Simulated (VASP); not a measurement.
## Br: single point with PBE

Br:

```
CELL_PARAMETERS angstrom
0.00000 3.49598 3.49598
3.49598 0.00000 3.49598
3.49598 3.49598 0.00000
ATOMIC_POSITIONS crystal
Br 0.00000 0.00000 0.00000
Br 0.25000 0.25000 0.25000
```

```yaml
Program: VASP 6.6.1
Task: single point
Functional: PBE
Potentials_or_basis: VASP PAW PBE potentials, release 64 (Br)
Cutoff: 520 eV
k_mesh: 10 × 10 × 10
Occupations: fermi-dirac, width 0.02 eV
Spin: no spin polarisation
Dipole_correction: no
Further_INCAR_settings: ALGO = Normal; EDIFF = 1e-07; NBANDS = 14
```

```json
{
  "Pressure": "0.0 GPa",
  "Band gap on the k mesh": "zero (bands 7 and 8 overlap by 1.21 eV)"
}
```

Levels at points of the mesh, in eV from the Fermi level:
| k point | band 5 | band 6 | band 7 | band 8 | band 9 | band 10 |
| --- | --- | --- | --- | --- | --- | --- |
| (0.00, 0.00, 0.00) | -2.69 | -0.87 | -0.87 | -0.87 | 5.22 | 9.11 |
| (0.50, 0.00, 0.00) | -3.08 | -0.32 | -0.32 | -0.18 | 7.62 | 7.82 |
| (0.50, 0.50, 0.00) | -1.83 | -1.83 | 0.34 | 0.34 | 7.14 | 7.14 |

It took 56 s on 1 thread of Intel(R) Xeon(R) Platinum 8259CL CPU @ 2.50GHz (Skylake/Cascade Lake), with other jobs on the host, peak memory 0.25 GiB.
